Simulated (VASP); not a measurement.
MgS, 2 atoms in the cell. It takes space group Fm-3m (No. 225, cubic). Conventional cell: a = 5.168 Å, b = 5.168 Å, c = 5.168 Å, α = 90.00°, β = 90.00°, γ = 90.00°. Mg (site symmetry m-3m) has 6 S at 2.58 Å within 3.4 Å. Within 3.4 Å of S (site symmetry m-3m) lie 6 Mg at 2.58 Å.  This cell differs from its parent crystal: volume scaled by 0.98.

- Program: VASP 6.6.1
- Task: single point
- Functional: LDA
- Potentials or basis: VASP PAW LDA potentials, release 64 (Mg, S)
- Cutoff: 520 eV
- k mesh: 8 × 8 × 8
- Occupations: fermi-dirac, width 0.01 eV
- Spin: no spin polarisation
- Dipole correction: no
- Further INCAR settings: ALGO = Normal; EDIFF = 1e-06; NBANDS = 11

Potentials or basis: VASP PAW LDA potentials, release 64 (Mg, S).

The run is started by

```sh
$ cat potpaw_LDA.64/Mg/POTCAR potpaw_LDA.64/S/POTCAR > POTCAR
$ mpirun -np 1 vasp_std > vasp.out
```

Hardware: 1 thread of Intel(R) Xeon(R) 6975P-C (Granite Rapids), on a shared host.

**Question.** Estimate the wall time of this run.

**Answer.** It took 4.6 s on 1 thread of Intel(R) Xeon(R) 6975P-C (Granite Rapids) (shared host), peak memory 0.14 GiB. Counts: scf iterations 12, k points 29.
